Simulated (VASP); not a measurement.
# SiCl3 in VASP: single point with PBE

Aim: the single point of SiCl3 with PBE.

Program: VASP 6.6.1. These are calculated values, not measurements. Logs are shortened: lines on timing, memory, paths and dates and some standing lists are left out, and cuts for length are marked.

## (1) The cell of the first run

The typed cell holds 8 atoms: a = 6.287 Å, b = 6.287 Å, c = 6.773 Å, α = 90.00°, β = 90.00°, γ = 60.00°.

## (2) Single point, PBE

POSCAR reads:

```
SiCl3
1.0
    3.1433390000      5.4444190000      0.0000000000
   -3.1433390000      5.4444190000      0.0000000000
    0.0000000000      0.0000000000      6.7726550000
Cl Si
6 2
Direct
    0.0455000000      0.3308000000      0.2500000000
    0.6692000000      0.3763000000      0.7500000000
    0.6237000000      0.0455000000      0.2500000000
    0.9545000000      0.6692000000      0.7500000000
    0.3308000000      0.6237000000      0.2500000000
    0.3763000000      0.9545000000      0.7500000000
    0.3333000000      0.3334000000      0.2500000000
    0.6666000000      0.6667000000      0.7500000000
```

INCAR.step1 reads:

```
ALGO = Normal ; EDIFF = 1E-6
ENCUT = 520 ; GGA = PE
ISIF = 2 ; ISMEAR = -1
LASPH = True ; LCHARG = True
LREAL = False ; LWAVE = False
NBANDS = 35 ; NELM = 60
PREC = Accurate ; SIGMA = 0.0199
```

KPOINTS.step1 reads:

```
k-points
0
Gamma
  6 6 5
```

INCAR.step2 reads:

```
ALGO = Normal ; EDIFF = 1E-6
ENCUT = 520 ; GGA = PE
ICHARG = 11 ; ISIF = 2
ISMEAR = -5 ; LASPH = True
LCHARG = False ; LORBIT = 10
LREAL = False ; LWAVE = False
NEDOS = 1001 ; NELM = 60
PREC = Accurate ; SIGMA = 0.0199
```

KPOINTS.step2 reads:

```
k-points
0
Gamma
  9 9 8
```

Potentials or basis: VASP PAW PBE potentials, release 64 (Cl, Si).

On the command line:

```
cat potpaw_PBE.64/Cl/POTCAR potpaw_PBE.64/Si/POTCAR > POTCAR
cp INCAR.step1 INCAR
cp KPOINTS.step1 KPOINTS
mpirun -np 1 vasp_std > vasp.out
cp INCAR.step2 INCAR
cp KPOINTS.step2 KPOINTS
mpirun -np 1 vasp_std > vasp.out
```

OUTCAR:

```text
EDIFF = 1E-6
   ENCUT = 520
   GGA = PE
   ICHARG = 11
   ISIF = 2
   ISMEAR = -5
   LASPH = True
   LORBIT = 10
   LREAL = False
   NELM = 60
   PREC = Accurate

 ion  position               nearest neighbor table
   1  0.045  0.331  0.250-   7 1.82
   2  0.669  0.376  0.750-   8 1.82
   3  0.624  0.045  0.250-   7 1.82
   4  0.955  0.669  0.750-   8 1.82
   5  0.331  0.624  0.250-   7 1.82
   6  0.376  0.955  0.750-   8 1.82
   7  0.333  0.333  0.250-   5 1.82   1 1.82   3 1.82
   8  0.667  0.667  0.750-   6 1.82   2 1.82   4 1.82

  LATTYP: Found a hexagonal cell.
 ALAT       =     6.2866746628
 C/A-ratio  =     1.0773032427

  Lattice vectors:

 A1 = (   3.1433390000,  -5.4444190000,   0.0000000000)
 A2 = (   3.1433390000,   5.4444190000,   0.0000000000)
 A3 = (   0.0000000000,   0.0000000000,   6.7726550000)

Analysis of symmetry for initial positions (statically):
=====================================================================
 Subroutine PRICEL returns:
 Original cell was already a primitive cell.

 Routine SETGRP: Setting up the symmetry group for a
 hexagonal supercell.

 Subroutine GETGRP returns: Found  2 space group operations
 (whereof  1 operations were pure point group operations)
 out of a pool of 24 trial point group operations.

The static configuration has the point symmetry C_1 .
 The point group associated with its full space group is C_1h.

Analysis of symmetry for dynamics (positions and initial velocities):
=====================================================================
 Subroutine PRICEL returns:
 Original cell was already a primitive cell.

 Routine SETGRP: Setting up the symmetry group for a
 hexagonal supercell.

 Subroutine GETGRP returns: Found  2 space group operations
 (whereof  1 operations were pure point group operations)
 out of a pool of 24 trial point group operations.

The dynamic configuration has the point symmetry C_1 .
 The point group associated with its full space group is C_1h.

 Subroutine INISYM returns: Found  2 space group operations
 (whereof  1 operations are pure point group operations),
 and found     1 'primitive' translations

----------------------------------------------------------------------------------------

                                     Primitive cell

  volume of cell :     231.8098

  direct lattice vectors                    reciprocal lattice vectors
     3.143339000  5.444419000  0.000000000     0.159066521  0.091837164  0.000000000
    -3.143339000  5.444419000  0.000000000    -0.159066521  0.091837164  0.000000000
     0.000000000  0.000000000  6.772655000     0.000000000  0.000000000  0.147652582

  length of vectors
     6.286674663  6.286674663  6.772655000     0.183674230  0.183674230  0.147652582

  position of ions in fractional coordinates (direct lattice)
     0.045500000  0.330800000  0.250000000
     0.669200000  0.376300000  0.750000000
     0.623700000  0.045500000  0.250000000
     0.954500000  0.669200000  0.750000000
     0.330800000  0.623700000  0.250000000
     0.376300000  0.954500000  0.750000000
     0.333300000  0.333400000  0.250000000
     0.666600000  0.666700000  0.750000000

  ion indices of the primitive-cell ions
   primitive index   ion index
                 1           1
                 2           2
                 3           3
                 4           4
                 5           5
                 6           6
                 7           7
                 8           8

----------------------------------------------------------------------------------------

 KPOINTS: k-points

Automatic generation of k-mesh.
 Grid dimensions read from file:
 generate k-points for:    9    9    8

 Generating k-lattice:

  Cartesian coordinates                     Fractional coordinates (reciprocal lattice)
     0.017674058  0.010204129  0.000000000     0.111111111  0.000000000  0.000000000
    -0.017674058  0.010204129  0.000000000     0.000000000  0.111111111  0.000000000
     0.000000000  0.000000000  0.018456573     0.000000000  0.000000000  0.125000000

  Length of vectors
     0.020408248  0.020408248  0.018456573

  Shift w.r.t. Gamma in fractional coordinates (k-lattice)
     0.000000000  0.000000000  0.000000000

 TETIRR: Found   1932 inequivalent tetrahedra from     3888

 Subroutine IBZKPT returns following result:
 ===========================================

 Found    205 irreducible k-points:

 Following reciprocal coordinates:
            Coordinates               Weight
  0.000000  0.000000  0.000000      1.000000
  0.111111 -0.000000  0.000000      2.000000
  0.111111  0.111111  0.000000      2.000000
 -0.000000  0.111111  0.000000      2.000000
  0.222222  0.000000  0.000000      2.000000
  0.222222  0.222222  0.000000      2.000000
[... 16 lines left out ...]
  0.444444  0.111111  0.000000      2.000000
  0.333333  0.444444  0.000000      2.000000
 [... further k-points ...]
   k-points           NKPTS =    205   k-points in BZ     NKDIM =    205   number of bands    NBANDS=     30
   number of dos      NEDOS =   1001   number of ions     NIONS =      8
   total plane-waves  NPLWV = 115200
   dimension x,y,z NGX =    48 NGY =   48 NGZ =   50
   dimension x,y,z NGXF=    96 NGYF=   96 NGZF=  100
   ions per type =               6   2
   NGX,Y,Z   is equivalent  to a cutoff of  12.69, 12.69, 12.27 a.u.
   NGXF,Y,Z  is equivalent  to a cutoff of  25.39, 25.39, 24.55 a.u.
 SYSTEM =  unknown system
   PREC   = accura    normal or accurate (medium, high low for compatibility)
   ISTART =      0    job   : 0-new  1-cont  2-samecut
   ICHARG =     11    charge: 1-file 2-atom 10-const
   ISPIN  =      1    spin polarized calculation?
   LNONCOLLINEAR =      F non collinear calculations
   LSORBIT =      F    spin-orbit coupling
   LASPH  =      T    aspherical Exc in radial PAW
   ENCUT  =  520.0 eV  38.22 Ry    6.18 a.u.  11.69 11.69 12.59*2*pi/ulx,y,z
   NELM   =     60;   NELMIN=  2; NELMDL=  0     # of ELM steps
   EDIFF  = 0.1E-05   stopping-criterion for ELM
   LREAL  =      F    real-space projection
   EDIFFG = 0.1E-04   stopping-criterion for IOM
   NSW    =      0    number of steps for IOM
   IBRION =     -1    ionic relax: 0-MD 1-quasi-New 2-CG
   NFREE  =      0    steps in history (QN), initial steepest desc. (CG)
   ISIF   =      2    stress and relaxation
   ISYM   =      2    0-nonsym 1-usesym 2-fastsym
   POTIM  = 0.5000    time-step for ionic-motion
   TEBEG  =    0.0;   TEEND  =   0.0 temperature during run
   PSTRESS=    0.0 pullay stress
   NELECT =      50.0000    total number of electrons
   NUPDOWN=      -1.0000    fix difference up-down
   EMIN   =  10.00;   EMAX   =-10.00  energy-range for DOS
   EFERMI =   0.00;   METHOD = LEGACY
   ISMEAR =    -5;   SIGMA  =   0.02  broadening in eV -4-tet -1-fermi 0-gaus
   EFERMI_NEDOS =   21; number of points for ismear=-14 and -15
   IALGO  =     38    algorithm
   IMIX   =      4    mixing-type and parameters
     AMIX     =   0.40;   BMIX     =  1.00
     AMIX_MAG =   1.60;   BMIX_MAG =  1.00
  volume/ion in A,a.u.               =      28.98       195.54
  Fermi-wavevector in a.u.,A,eV,Ry     =   0.981795  1.855324 13.114954  0.963922
  Thomas-Fermi vector in A             =   2.112829
   LORBIT       =     10    0 simple, 1 ext, 2 COOP (PROOUT), +10 PAW based schemes
   GGA     = PE    functional components
   LHFCALC =     F    Hartree Fock is set to
   AEXX    =    0.0000 exact exchange contribution
   IVDW    =     0    specifies the selected vdW correction
   LEPSILON=     F    determine dielectric tensor
   LRPA    =     F    only Hartree local field effects (RPA)
 non-spin polarized calculation
 Fermi weights with tetrahedron method with Bloechl corrections
  energy-cutoff  :      520.00
  volume of cell :      231.81
 maximum number of plane-waves:      6266

 number of electron      50.0000006 magnetization

 Free energy of the ion-electron system (eV)
  ---------------------------------------------------
  ext. energy  EPLUGINS =         0.00000000
  ---------------------------------------------------
  free energy    TOTEN  =       -21.83731122 eV

  energy without entropy =      -21.83731122  energy(sigma->0) =      -21.83731122

 E-fermi :   4.1266     XC(G=0):  -7.4696

 val. band max:        4.1355941187   @ k =  -0.1111   0.4444   0.5000
 cond. band min:       4.1034559322   @ k =   0.3333   0.0000   0.5000
 fundamental gap:     -0.0321381865
 Fermi energy:         4.1266133998

 k-point     1 :       0.0000    0.0000    0.0000
  band No.  band energies     occupation
      1     -16.5699      2.00000
      2     -16.4095      2.00000
      3     -15.2046      2.00000
      4     -15.2034      2.00000
      5     -15.1652      2.00000
      6     -15.1640      2.00000
[... 22 lines left out ...]
     29       7.3633      0.00000
     30       8.1500      0.00000

 k-point     2 :       0.1111   -0.0000    0.0000
  band No.  band energies     occupation
      1     -16.5604      2.00000
      2     -16.4075      2.00000
      3     -15.2120      2.00000
      4     -15.2099      2.00000
      5     -15.1701      2.00000
      6     -15.1645      2.00000
[... 22 lines left out ...]
     29       7.3870      0.00000
     30       7.7376      0.00000

 k-point     3 :       0.1111    0.1111    0.0000
  band No.  band energies     occupation
      1     -16.5604      2.00000
      2     -16.4075      2.00000
      3     -15.2125      2.00000
      4     -15.2093      2.00000
      5     -15.1705      2.00000
      6     -15.1641      2.00000
[... 682 lines left out ...]
     29       6.7469      0.00000
     30       6.8444      0.00000

 k-point    24 :       0.3333    0.4444    0.0000
  band No.  band energies     occupation
      1     -16.4784      2.00000
      2     -16.4071      2.00000
      3     -15.2671      2.00000
      4     -15.2418      2.00000
      5     -15.2119      2.00000
      6     -15.1708      2.00000
[... 22 lines left out ...]
     29       6.7475      0.00000
     30       6.8438      0.00000

 [... further k-points ...]
[... 5 lines left out ...]
  --------------------------------------------------------------------------------------
  -------------------------------------------------------------------------------------
  Total       37.1009751     37.1064520     -0.1561592     -0.0209359      0.0000000      0.0000000
  in kB      256.4272623    256.4651164     -1.0793103     -0.1447005      0.0000000      0.0000000
  external PRESSURE =     170.6043561 kB  Pullay stress =       0.0000000 kB

 VOLUME and BASIS-vectors are now :
 -----------------------------------------------------------------------------
  energy-cutoff  :      520.00
  volume of cell :      231.81
      direct lattice vectors                 reciprocal lattice vectors
     3.143339000  5.444419000  0.000000000     0.159066521  0.091837164  0.000000000
    -3.143339000  5.444419000  0.000000000    -0.159066521  0.091837164  0.000000000
     0.000000000  0.000000000  6.772655000     0.000000000  0.000000000  0.147652582

 POSITION                                       TOTAL-FORCE (eV/Angst)
 -----------------------------------------------------------------------------------
     -0.89679      2.04873      1.69316        -3.464764     -5.826913      0.000000
      0.92068      5.69214      5.07949         3.308023     -5.898414      0.000000
      1.81748      3.64341      1.69316         6.757782     -0.094019      0.000000
      0.89679      8.84010      5.07949         3.462477      5.793503      0.000000
     -0.92068      5.19670      1.69316        -3.309625      5.933791      0.000000
     -1.81748      7.24543      5.07949        -6.780983      0.093756      0.000000
     -0.00031      3.62979      1.69316         0.013725     -0.014177      0.000000
     -0.00031      7.25904      5.07949         0.013365      0.012474      0.000000
 -----------------------------------------------------------------------------------
    total drift:                                0.000309     -0.000410      0.000000

  FREE ENERGIE OF THE ION-ELECTRON SYSTEM (eV)
  ---------------------------------------------------
  free  energy   TOTEN  =       -21.8373112182 eV

  energy  without entropy=      -21.8373112182  energy(sigma->0) =      -21.83731122

 total charge

# of ion       s       p       d       tot
------------------------------------------
    1        1.611   3.636   0.000   5.247
    2        1.611   3.635   0.000   5.246
    3        1.611   3.636   0.000   5.246
    4        1.611   3.635   0.000   5.245
    5        1.611   3.636   0.000   5.247
    6        1.611   3.635   0.000   5.246
    7        0.712   1.198   0.000   1.910
    8        0.712   1.194   0.000   1.906
--------------------------------------------------
tot         11.088  24.206   0.000  35.294
```

It took 32 min on 1 thread of Oxide Virtual Turin-like, shared host; peak memory 1 GiB.

Results:

```yaml
Valence_electrons_inside_the_program's_atomic_spheres: Cl 5.25; Si 1.91
```

Levels at points of the mesh, in eV from the Fermi level:
| k point | band 22 | band 23 | band 24 | band 25 | band 26 | band 27 | band 28 | band 29 |
| --- | --- | --- | --- | --- | --- | --- | --- | --- |
| (0.00, 0.00, 0.00) | -6.39 | -6.29 | -6.13 | -0.54 | -0.26 | 0.47 | 1.80 | 3.24 |
| (0.00, 0.00, 0.50) | -6.37 | -6.20 | -6.20 | -0.10 | -0.10 | 0.90 | 0.90 | 3.86 |

Caveat: tetrahedron occupations give inexact forces and stress in metals.
